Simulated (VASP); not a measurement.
Crystal: AlN.

```
CELL_PARAMETERS angstrom
3.13025 0.00000 0.00000
-1.56512 2.71087 0.00000
0.00000 0.00000 5.01799
ATOMIC_POSITIONS crystal
Al 0.33333 0.66667 0.99923
Al 0.66667 0.33333 0.49923
N 0.33333 0.66667 0.38077
N 0.66667 0.33333 0.88077
```

* Program: VASP 6.6.1
* Task: relaxation of cell and atoms
* Functional: PBE
* Dispersion: D3(BJ)
* Potentials or basis: VASP PAW PBE potentials, release 64 (Al, N)
* Cutoff: 600 eV
* k mesh: 12 × 12 × 6
* Occupations: gaussian, width 0.02 eV
* Spin: no spin polarisation

At the start: pressure -4.5 GPa; volume 10.65 Å³/atom.

Problem. How do energy, volume and symmetry change on relaxing?

Solution. Over 8 steps the energy falls by 3.5 meV/atom and the volume is 10.40 Å³/atom (-2.3 %); space group P6_3mc (No. 186, to 0.05 Å).

Step by step:
```
step  energy change (eV)  largest force (eV/Å)  pressure (GPa)  volume (Å³)
   1              0.0000                0.0015           -4.47        42.58
   2             -0.0032                0.0129            4.24        40.78
   3             -0.0140                0.0063            0.00        41.61
   4             -0.0140                0.0062           -0.10        41.63
   5             -0.0140                0.0087           -0.09        41.62
   6             -0.0140                0.0100           -0.09        41.62
   7             -0.0140                0.0044            0.07        41.59
   8             -0.0140                0.0010            0.01        41.60
```

Final structure:
```yaml
crystal:
  lattice:
    - [3.10703, 0.00000, 0.00000]
    - [-1.55352, 2.69077, 0.00000]
    - [0.00000, 0.00000, 4.97584]
  atoms:
    - { symbol: Al, position: [0.33333, 0.66667, 0.99908] }
    - { symbol: Al, position: [0.66667, 0.33333, 0.49908] }
    - { symbol: N, position: [0.33333, 0.66667, 0.38092] }
    - { symbol: N, position: [0.66667, 0.33333, 0.88092] }
```
